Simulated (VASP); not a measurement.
# Sc (P6_3/mmc) in VASP: notebook, part 2 of 2

VASP 6.6.1.

## Step 4: Relaxation of shape and atoms at fixed volume, PBEsol

This run uses another cell than the first one, of 13.76 Å³/atom, 1.349 times its volume.

Contents of INCAR:

```
SYSTEM = Sc
PREC     = Accurate       ! precision mode
ENCUT    = 600            ! plane-wave cutoff, eV
EDIFF    = 1E-6           ! SCF threshold, eV
ISMEAR   = -1             ! smearing method
SIGMA    = 0.1            ! smearing width, eV
LREAL    = .FALSE.        ! projectors in reciprocal space
LASPH    = .TRUE.         ! aspherical terms in the spheres
NELM     = 100            ! most SCF steps
ALGO     = Normal         ! electronic algorithm
ISIF     = 4              ! what is computed and relaxed
LWAVE    = .FALSE.        ! write WAVECAR
LCHARG   = .FALSE.        ! write CHGCAR
GGA      = PS             ! functional
IBRION   = 2              ! ionic algorithm
NSW      = 50             ! ionic steps
EDIFFG   = -0.005         ! ionic threshold
```

Contents of KPOINTS:

```
Automatic mesh
0
G
  15 15 8
  0 0 0
```

Contents of POSCAR:

```
Sc
1.0
    2.7321028100      0.0000000000      0.0000000000
   -1.3660514050      2.3660704392      0.0000000000
    0.0000000000      0.0000000000      4.2574353061
Sc
2
Direct
    0.3333333333      0.6666666667      0.2500000000
    0.6666666667      0.3333333333      0.7500000000
```

Potentials or basis: VASP PAW PBE potentials, release 64 (Sc_sv).

Launch:

```console
> cat potpaw_PBE.64/Sc_sv/POTCAR > POTCAR
> mpirun -np 1 vasp_std > vasp.out
```

OUTCAR:

```text
SYSTEM = Sc
   PREC = Accurate
   ENCUT = 600
   EDIFF = 1E-6
   ISMEAR = -1
   LREAL = .FALSE.
   LASPH = .TRUE.
   NELM = 100
   ISIF = 4
   GGA = PS
   IBRION = 2
   NSW = 50
   EDIFFG = -0.005

 ion  position               nearest neighbor table
   1  0.333  0.667  0.250-   2 2.65   2 2.65   2 2.65   2 2.65   2 2.65   2 2.65
   2  0.667  0.333  0.750-   1 2.65   1 2.65   1 2.65   1 2.65   1 2.65   1 2.65

  LATTYP: Found a hexagonal cell.
 ALAT       =     2.7321028100
 C/A-ratio  =     1.5582998160

  Lattice vectors:

 A1 = (   2.7321028100,   0.0000000000,   0.0000000000)
 A2 = (  -1.3660514050,   2.3660704392,   0.0000000000)
 A3 = (   0.0000000000,   0.0000000000,   4.2574353061)

Analysis of symmetry for initial positions (statically):
=====================================================================
 Subroutine PRICEL returns:
 Original cell was already a primitive cell.

 Routine SETGRP: Setting up the symmetry group for a
 hexagonal supercell.

 Subroutine GETGRP returns: Found 24 space group operations
 (whereof 12 operations were pure point group operations)
 out of a pool of 24 trial point group operations.

The static configuration has the point symmetry D_3d.
 The point group associated with its full space group is D_6h.

Analysis of symmetry for dynamics (positions and initial velocities):
=====================================================================
 Subroutine PRICEL returns:
 Original cell was already a primitive cell.

 Routine SETGRP: Setting up the symmetry group for a
 hexagonal supercell.

 Subroutine GETGRP returns: Found 24 space group operations
 (whereof 12 operations were pure point group operations)
 out of a pool of 24 trial point group operations.

The dynamic configuration has the point symmetry D_3d.
 The point group associated with its full space group is D_6h.

 Subroutine INISYM returns: Found 24 space group operations
 (whereof 12 operations are pure point group operations),
 and found     1 'primitive' translations

----------------------------------------------------------------------------------------

                                     Primitive cell

  volume of cell :      27.5215

  direct lattice vectors                    reciprocal lattice vectors
     2.732102810  0.000000000  0.000000000     0.366018437  0.211320843  0.000000000
    -1.366051405  2.366070439  0.000000000     0.000000000  0.422641686  0.000000000
     0.000000000  0.000000000  4.257435306     0.000000000  0.000000000  0.234883193

  length of vectors
     2.732102810  2.732102810  4.257435306     0.422641686  0.422641686  0.234883193

  position of ions in fractional coordinates (direct lattice)
     0.333333333  0.666666667  0.250000000
     0.666666667  0.333333333  0.750000000

  ion indices of the primitive-cell ions
   primitive index   ion index
                 1           1
                 2           2

----------------------------------------------------------------------------------------

 KPOINTS: Automatic mesh

Automatic generation of k-mesh.
 Grid dimensions read from file:
 generate k-points for:   15   15    8

 Generating k-lattice:
[... 54 lines left out ...]
   ISTART =      0    job   : 0-new  1-cont  2-samecut
   ICHARG =      2    charge: 1-file 2-atom 10-const
   ISPIN  =      1    spin polarized calculation?
   LNONCOLLINEAR =      F non collinear calculations
   LSORBIT =      F    spin-orbit coupling
   LASPH  =      T    aspherical Exc in radial PAW
   ENCUT  =  600.0 eV  44.10 Ry    6.64 a.u.   5.46  5.46  8.50*2*pi/ulx,y,z
   NELM   =    100;   NELMIN=  2; NELMDL= -5     # of ELM steps
   EDIFF  = 0.1E-05   stopping-criterion for ELM
   LREAL  =      F    real-space projection
   EDIFFG = -.5E-02   stopping-criterion for IOM
   NSW    =     50    number of steps for IOM
   IBRION =      2    ionic relax: 0-MD 1-quasi-New 2-CG
   NFREE  =      1    steps in history (QN), initial steepest desc. (CG)
   ISIF   =      4    stress and relaxation
   ISYM   =      2    0-nonsym 1-usesym 2-fastsym
   POTIM  = 0.5000    time-step for ionic-motion
   TEBEG  =    0.0;   TEEND  =   0.0 temperature during run
   PSTRESS=    0.0 pullay stress
   NELECT =      22.0000    total number of electrons
   NUPDOWN=      -1.0000    fix difference up-down
   EMIN   =  10.00;   EMAX   =-10.00  energy-range for DOS
   EFERMI =   0.00;   METHOD = LEGACY
   ISMEAR =    -1;   SIGMA  =   0.10  broadening in eV -4-tet -1-fermi 0-gaus
   EFERMI_NEDOS =   21; number of points for ismear=-14 and -15
   IALGO  =     38    algorithm
   IMIX   =      4    mixing-type and parameters
     AMIX     =   0.40;   BMIX     =  1.00
     AMIX_MAG =   1.60;   BMIX_MAG =  1.00
  volume/ion in A,a.u.               =      13.76        92.86
  Fermi-wavevector in a.u.,A,eV,Ry     =   1.519351  2.871157 31.408065  2.308428
  Thomas-Fermi vector in A             =   2.628349
   LORBIT       =      0    0 simple, 1 ext, 2 COOP (PROOUT), +10 PAW based schemes
   GGA     = PS    functional components
   LHFCALC =     F    Hartree Fock is set to
   AEXX    =    0.0000 exact exchange contribution
   IVDW    =     0    specifies the selected vdW correction
   LEPSILON=     F    determine dielectric tensor
   LRPA    =     F    only Hartree local field effects (RPA)
 conjugate gradient relaxation of ions
 non-spin polarized calculation
  energy-cutoff  :      600.00
  volume of cell :       27.52
 maximum number of plane-waves:       953
 NGX is ok and might be reduce to    24
   NGX = 11   NGY = 11   NGZ = 17

--------------------------------------- Ionic step        1  -------------------------------------------

 number of electron      22.0000001 magnetization

 Free energy of the ion-electron system (eV)
  ---------------------------------------------------
  ext. energy  EPLUGINS =         0.00000000
  ---------------------------------------------------
  free energy    TOTEN  =       -10.27602219 eV

  energy without entropy =      -10.20078519  energy(sigma->0) =      -10.23840369

------------------------ aborting loop because EDIFF is reached ----------------------------------------

  FORCE on cell =-STRESS in cart. coord.  units (eV):
  Direction    XX          YY          ZZ          XY          YZ          ZX
  --------------------------------------------------------------------------------------
  -------------------------------------------------------------------------------------
  Total       11.6022860     11.6022860     11.9289201      0.0000000      0.0000000      0.0000000
  in kB      675.4316131    675.4316131    694.4467453      0.0000000      0.0000000      0.0000000
  external PRESSURE =     681.7699905 kB  Pullay stress =       0.0000000 kB
[... 59 lines left out ...]
--------------------------------------- Ionic step        3  -------------------------------------------

 number of electron      22.0000003 magnetization

 Free energy of the ion-electron system (eV)
  ---------------------------------------------------
  ext. energy  EPLUGINS =         0.00000000
  ---------------------------------------------------
  free energy    TOTEN  =       -10.27862207 eV

  energy without entropy =      -10.20382854  energy(sigma->0) =      -10.24122530

 E-fermi :   7.7909     XC(G=0): -12.6794

 val. band max:        7.7631248668   @ k =   0.4000   0.0667   0.2500
 cond. band min:       7.7939217039   @ k =   0.4000   0.1333   0.2500
 fundamental gap:      0.0307968371
 Fermi energy:         7.7908614350

 k-point     1 :       0.0000    0.0000    0.0000
  band No.  band energies     occupation
      1     -40.4975      2.00000
      2     -39.8599      2.00000
      3     -20.3100      2.00000
      4     -18.2338      2.00000
      5     -18.2338      2.00000
      6     -17.9276      2.00000
      7     -17.9276      2.00000
      8     -17.8591      2.00000
      9       2.4101      2.00000
     10       5.1393      2.00000
     11       9.8857      0.00000
     12       9.8857      0.00000
     13      10.1352      0.00000
     14      10.7884      0.00000
[... 401 lines left out ...]
      2     -39.7244      2.00000
      3     -19.8365      2.00000
      4     -19.4022      2.00000
      5     -19.0879      2.00000
      6     -19.0593      2.00000
      7     -18.5777      2.00000
      8     -18.5665      2.00000
      9       5.8086      2.00000
     10       6.3683      2.00000
     11       6.9191      1.99967
     12       8.2410      0.02195
     13       9.1855      0.00000
     14       9.7248      0.00000
     15      11.0136      0.00000

 [... further k-points ...]

------------------------ aborting loop because EDIFF is reached ----------------------------------------

  FORCE on cell =-STRESS in cart. coord.  units (eV):
  Direction    XX          YY          ZZ          XY          YZ          ZX
  --------------------------------------------------------------------------------------
  -------------------------------------------------------------------------------------
  Total       11.6623925     11.6623925     11.6600839      0.0000000     -0.0000000      0.0000000
  in kB      678.9307350    678.9307350    678.7963437      0.0000000     -0.0000000      0.0000000
  external PRESSURE =     678.8859379 kB  Pullay stress =       0.0000000 kB
[... 17 lines left out ...]
  FREE ENERGIE OF THE ION-ELECTRON SYSTEM (eV)
  ---------------------------------------------------
  free  energy   TOTEN  =       -10.2786220650 eV

  energy  without entropy=      -10.2038285439  energy(sigma->0) =      -10.24122530

 reached required accuracy - stopping structural energy minimisation
```

It took 97 s on 1 thread of Intel Xeon 6975P-C, shared host; peak memory 0.2 GiB.

Results:

```yaml
Free_energy: -10.2786 eV
Energy_gained_by_relaxing: 1.3 meV/atom
Ionic_steps: 3
Pressure_after_relaxing: 67.9 GPa
Band_gap_on_the_k_mesh: zero (band 11 reaches 9.89 eV, above the bottom of band 12 at 7.11 eV)
```

Step by step:
```
step  energy change (eV)  largest force (eV/Å)  pressure (GPa)  volume (Å³)
   1              0.0000                0.0000           68.18        27.52
   2             -0.0014                0.0000           68.09        27.52
   3             -0.0026                0.0000           67.89        27.52
```

Final structure:
```
Sc
1.0
     2.71039    0.00000    0.00000
    -1.35519    2.34727    0.00000
     0.00000    0.00000    4.32592
Sc
2
Cartesian
  0.0000 1.5648 1.0815
  1.3552 0.7824 3.2444
```

Levels at points of the mesh, in eV from the Fermi level:
```tsv
k point	band 7	band 8	band 9	band 10	band 11	band 12	band 13	band 14	band 15
(0.00, 0.00, 0.00)	-25.72	-25.65	-5.38	-2.65	2.09	2.09	2.34	3.00	3.00
(0.00, 0.00, 0.50)	-25.87	-25.87	-3.17	-3.17	1.25	1.25	2.00	2.00	2.00
```

Caveat: the PAW data sets were made with another functional, which shifts forces and pressure a little.

## Step 5: Single point, PBEsol, collinear spin, zero start

This run uses another cell than the first one, of 20.88 Å³/atom, 2.047 times its volume.

Contents of INCAR:

```
PREC = Accurate
ENCUT = 520
EDIFF = 1E-6
ISMEAR = 1
SIGMA = 0.05
LREAL = F
LASPH = T
NELM = 150
ALGO = Normal
ISIF = 2
LWAVE = F
LCHARG = F
ISPIN = 2
MAGMOM = 0 0
LORBIT = 11
LMAXMIX = 4
GGA = PS
NBANDS = 22
```

Contents of KPOINTS:

```
regular mesh
0
Gamma
  15 15 8
```

Contents of POSCAR:

```
Sc
1.0
    3.1445799668      0.0000000000      0.0000000000
   -1.5722899834      2.7232861355      0.0000000000
    0.0000000000      0.0000000000      4.8760878923
Sc
2
Direct
    0.3333333333      0.6666666667      0.2500000000
    0.6666666667      0.3333333333      0.7500000000
```

Launch:

```console
> cat potpaw_PBE.64/Sc_sv/POTCAR > POTCAR
> mpirun -np 1 vasp_std > vasp.out
```

Wall time 2 min (1 thread of Intel Xeon 6975P-C, shared host); peak memory 0.29 GiB.

Results (log left out):

* Free energy: -13.0731 eV
* Pressure: 8.7 GPa
* Band gap on the k mesh: zero (filled and empty bands overlap)
* Net moment: 0.00 μB per cell
* Valence electrons inside the program's atomic spheres: Sc 9.57

Stress tensor (GPa, compression positive):
```
8.89 0.00 0.00
0.00 8.89 0.00
0.00 0.00 8.34
```

Levels at points of the mesh, in eV from the Fermi level:
Spin up:
```csv
k point,band 9,band 10,band 11,band 12,band 13,band 14
"(0.00, 0.00, 0.00)",-5.39,-1.87,1.14,1.79,1.79,2.16
"(0.00, 0.00, 0.50)",-3.62,-3.62,1.12,1.12,1.68,1.68
```
Spin down:
```
           k point  band 9  band 10  band 11  band 12  band 13  band 14
(0.00, 0.00, 0.00)   -5.39    -1.87     1.14     1.79     1.79     2.16
(0.00, 0.00, 0.50)   -3.62    -3.62     1.12     1.12     1.68     1.68
```

Caveat: the PAW data sets were made with another functional, which shifts forces and pressure a little.

## Step 6: The runs side by side

| task | spin | cell | cutoff (eV) | smearing | gap on the mesh (eV) | pressure (GPa) |
| --- | --- | --- | --- | --- | --- | --- |
| relaxation of shape and atoms at fixed volume | off | relaxed from a = 2.473, b = 2.473, c = 3.853 Å, angles 90.0, 90.0, 120.0°, 2 atoms | 600 | fermi-dirac 0.1 eV | none | 149.3 |
| relaxation of shape and atoms at fixed volume | off | relaxed from a = 2.600, b = 2.600, c = 4.052 Å, angles 90.0, 90.0, 120.0°, 2 atoms | 600 | fermi-dirac 0.1 eV | none | 103.1 |
| relaxation of shape and atoms at fixed volume | off | relaxed from a = 2.732, b = 2.732, c = 4.257 Å, angles 90.0, 90.0, 120.0°, 2 atoms | 600 | fermi-dirac 0.1 eV | none | 67.9 |
| single point | collinear, zero start | a = 3.145, b = 3.145, c = 4.876 Å, angles 90.0, 90.0, 120.0°, 2 atoms | 520 | methfessel-paxton 0.05 eV | none | 8.7 |

Alike in all rows: level PBEsol; potentials or basis VASP PAW PBE potentials, release 64 (Sc_sv); k mesh 15 × 15 × 8.

Caveats: the PAW data sets were made with another functional, which shifts forces and pressure a little.

Absolute energies hang on the potentials; compare differences alone.
